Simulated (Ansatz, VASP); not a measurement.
## Ge in VASP and in Ansatz

The input INCAR:

```
PREC = Accurate
ENCUT = 600
EDIFF = 1E-6
ISMEAR = -1
SIGMA = 0.025
LREAL = False
LASPH = True
NELM = 150
ALGO = Normal
ISIF = 3
LWAVE = False
LCHARG = False
ISPIN = 2
MAGMOM = 0.5 -0.5
LORBIT = 11
GGA = PE
IBRION = 2
NSW = 80
EDIFFG = -0.01
```

The input KPOINTS:

```
Automatic mesh
0
Gamma
  8 8 8
```

POSCAR

```
Ge
1.0
    0.0000000000      2.8289100000      2.8289100000
    2.8289100000      0.0000000000      2.8289100000
    2.8289100000      2.8289100000      0.0000000000
Ge
2
Direct
    0.7500000000      0.7500000000      0.7500000000
    0.5000000000      0.5000000000      0.5000000000
```

input.yaml

```yaml
crystal:
  lattice:
    - [0.0, 2.82891, 2.82891]
    - [2.82891, 0.0, 2.82891]
    - [2.82891, 2.82891, 0.0]
  atoms:
    - { symbol: Ge, position: [0.75, 0.75, 0.75], spin: 0.5 }
    - { symbol: Ge, position: [0.5, 0.5, 0.5], spin: -0.5 }
kpoints:
  mp_grid: { grid: [8, 8, 8] }
scf:
  occupations: { method: fermi_dirac, width: 0.025 }
hamiltonian:
  xc: pbe
  pseudopotentials: { kind: all_electron, lapw: { basis_error: 0.002 } }
magnetization:
  spin_polarized: true
output:
  forces: true
  stress: true
relax:
  f_tol: 0.01
  max_steps: 60
  cell: {}
```

Alike in both runs: task relaxation of cell and atoms; functional PBE; k mesh 8 × 8 × 8; occupations fermi-dirac, width 0.025 eV; collinear spin.

|  | VASP | Ansatz |
| --- | --- | --- |
| version | VASP 6.6.1 | Ansatz 0.2.0 |
| potentials or method | VASP PAW PBE potentials, release 64 (Ge_d), cutoff 600 eV | all-electron LAPW, scalar-relativistic |

```tsv
	VASP	Ansatz	Ansatz less VASP
net moment per atom (μB)	0.00	0.00	0.000
relaxed volume (Å³/atom)	23.89	23.91	+0.015
relaxed cell length with the largest relative difference (Å)	4.073	4.074	+0.0008
```

Ansatz ran all-electron here, and VASP with PAW potentials.
